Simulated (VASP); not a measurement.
Runs of VASP 6.6.1 on Ge. The structure is that of space group P6_3/mmc (No. 194), or close to it. The cells are those of the table. 

```tsv
level	cell	gap on the mesh (eV)	pressure (GPa)	largest force (eV/Å)
r2SCAN	a = 4.037, b = 4.037, c = 6.658 Å, angles 90.0, 90.0, 120.0°, 4 atoms	0.02	(d)	-
PBE	a = 3.976, b = 3.976, c = 6.556 Å, angles 90.0, 90.0, 120.0°, 4 atoms	none	4.2	0.01
PBE	a = 4.099, b = 4.099, c = 6.759 Å, angles 90.0, 90.0, 120.0°, 4 atoms	0.06	(b)	0.02
PBE	a = 4.017, b = 4.017, c = 6.625 Å, angles 90.0, 90.0, 120.0°, 4 atoms	(c)	2.0	0.02
r2SCAN	a = 4.076, b = 4.076, c = 6.722 Å, angles 90.0, 90.0, 120.0°, 4 atoms	0.09	(a)	-
```

Alike in all rows: task single point; potentials or basis VASP PAW PBE potentials, release 64 (Ge_d); no spin polarisation; k mesh 6 × 6 × 4; cutoff (eV) 520; smearing fermi-dirac 0.02 eV.

**Question.** Estimate the missing entries.

**Answer.** (a) -3.4; (b) -1.6; (c) 0.20; (d) -1.8.

Caveats: the PAW data sets were made with another functional, which shifts forces and pressure a little (some runs).

A k mesh can miss the band edges, and the runs leave out spin-orbit coupling on Ge.

A gap of «none» marks levels without a gap at the run's occupations.
